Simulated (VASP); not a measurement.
Runs of VASP 6.6.1 on SrO. The structure is that of space group P6_3/mmc (No. 194), or close to it. The cells are those of the table. 

```tsv
level	cell	k mesh	gap on the mesh (eV)	pressure (GPa)
r2SCAN	a = 3.527, b = 3.527, c = 6.192 Å, angles 90.0, 90.0, 120.0°, 4 atoms	9 × 9 × 4	(a)	3.6
r2SCAN	a = 3.599, b = 3.599, c = 6.317 Å, angles 90.0, 90.0, 120.0°, 4 atoms	9 × 9 × 4	3.86	(b)
PBE	a = 3.553, b = 3.553, c = 6.244 Å, angles 90.0, 90.0, 120.0°, 4 atoms	6 × 6 × 4	3.42	3.3
r2SCAN	a = 3.633, b = 3.633, c = 6.378 Å, angles 90.0, 90.0, 120.0°, 4 atoms	9 × 9 × 4	3.76	-4.2
PBE	a = 3.624, b = 3.624, c = 6.370 Å, angles 90.0, 90.0, 120.0°, 4 atoms	6 × 6 × 4	3.23	-1.8
r2SCAN	a = 3.563, b = 3.563, c = 6.255 Å, angles 90.0, 90.0, 120.0°, 4 atoms	9 × 9 × 4	3.94	0.6
PBE	a = 3.516, b = 3.516, c = 6.179 Å, angles 90.0, 90.0, 120.0°, 4 atoms	6 × 6 × 4	3.48	6.5
PBE	a = 3.659, b = 3.659, c = 6.431 Å, angles 90.0, 90.0, 120.0°, 4 atoms	6 × 6 × 4	3.11	-3.7
```

Alike in all rows: task single point; potentials or basis VASP PAW PBE potentials, release 64 (Sr_sv, O); no spin polarisation; cutoff (eV) 520; smearing gaussian 0.01 eV.

Estimate the missing entries.

(a) 4.00; (b) -2.0.

Caveats: the PAW data sets were made with another functional, which shifts forces and pressure a little (some runs).

A k mesh can miss the band edges, and the runs leave out spin-orbit coupling on Sr.
